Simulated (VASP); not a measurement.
A run of VASP 6.6.1:

Contents of POSCAR:

```
CdS
1.0
    0.0000000000      2.9920146331      2.7526534624
    2.9920146331      0.0000000000      2.7526534624
    2.9920146331      2.9920146331      0.0000000000
Cd S
1 1
Direct
    0.0000000000      0.0000000000      0.0000000000
    0.7500000000      0.7500000000      0.7500000000
```

INCAR.step1

```
PREC = Accurate
ENCUT = 520
ISMEAR = 0
SIGMA = 0.05
LREAL = F
LASPH = T
NELM = 80
NBANDS = 16
GGA = PE
ALGO = Normal
EDIFF = 1E-4
LWAVE = T
LCHARG = F
```

The input INCAR.step2:

```
PREC = Accurate
ENCUT = 520
EDIFF = 1E-6
ISMEAR = 0
SIGMA = 0.05
LREAL = F
LASPH = T
NELM = 80
ALGO = Normal
ISIF = 2
LWAVE = F
LCHARG = F
METAGGA = R2SCAN
LMIXTAU = T
NBANDS = 16
ISTART = 1
```

File KPOINTS:

```
regular mesh
0
Gamma
  10 10 10
```

Potentials or basis: VASP PAW PBE potentials, release 64 (Cd, S).

Run with:

```bash
$ cat potpaw_PBE.64/Cd/POTCAR potpaw_PBE.64/S/POTCAR > POTCAR
$ cp INCAR.step1 INCAR
$ mpirun -np 1 vasp_std > vasp.out
$ cp INCAR.step2 INCAR
$ mpirun -np 1 vasp_std > vasp.out
```

Hardware: 1 thread of Intel Xeon 8259CL, with other jobs on the host.

Question: Estimate the wall time of this run.

Answer: Run time: 4.9 min on 1 thread of Intel Xeon 8259CL, with other jobs on the host, peak memory 0.23 GiB. Counts: k points 102.
